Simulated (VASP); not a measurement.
An input for VASP 6.6.1 (Zr):

Contents of INCAR:

```
  PREC = Accurate
  ENCUT = 520
  EDIFF = 1E-6
  ISMEAR = 0
  SIGMA = 0.1
  LREAL = F
  LASPH = T
  NELM = 100
  ALGO = Normal
  ISIF = 2
  LWAVE = F
  LCHARG = T
  GGA = PS
  LELF = T
  LVHAR = T
  NBANDS = 32
```

KPOINTS

```
Automatic mesh
0
Gamma
  12 12 6
```

POSCAR

```
Zr
1.0
    5.0443677454      0.0000000000      0.0000000000
   -2.5221838727      4.3685506135      0.0000000000
    0.0000000000      0.0000000000      5.4447189735
Zr
4
Direct
    0.6666666667      0.3333333333      0.0000018525
    0.3333333333      0.6666666667      0.5000018525
    0.6666666667      0.3333333333      0.4999981475
    0.3333333333      0.6666666667      0.9999981475
```

Potentials or basis: VASP PAW PBE potentials, release 64 (Zr_sv).

Run with:

```sh
$ cat potpaw_PBE.64/Zr_sv/POTCAR > POTCAR
$ mpirun -np 1 vasp_std > vasp.out
```

What does the program do with it?

The run stopped without a result. It printed:

OUTCAR:

```text
PREC = Accurate
   ENCUT = 520
   EDIFF = 1E-6
   ISMEAR = 0
   LREAL = F
   LASPH = T
   NELM = 100
   ISIF = 2
   GGA = PS

[... 35 lines left out ...]
|     E        R     R  R     R  O     O  R     R     ###     ###     ###     |
|     E        R     R  R     R  O     O  R     R     ###     ###     ###     |
|     EEEEE    RRRRRR   RRRRRR   O     O  RRRRRR       #       #       #      |
|     E        R   R    R   R    O     O  R   R                               |
|     E        R    R   R    R   O     O  R    R      ###     ###     ###     |
|     EEEEEEE  R     R  R     R  OOOOOOO  R     R     ###     ###     ###     |
|                                                                             |
|     PRICELV: current lattice and primitive lattice are incommensurate       |
|     within SYMPREC.                                                         |
|                                                                             |
|       ---->  I REFUSE TO CONTINUE WITH THIS SICK JOB ... BYE!!! <----       |
|                                                                             |
 -----------------------------------------------------------------------------
```

On the terminal:

```text
POSCAR found type information on POSCAR Zr
 POSCAR found :  1 types and       4 ions
[... 26 lines left out ...]

1
```
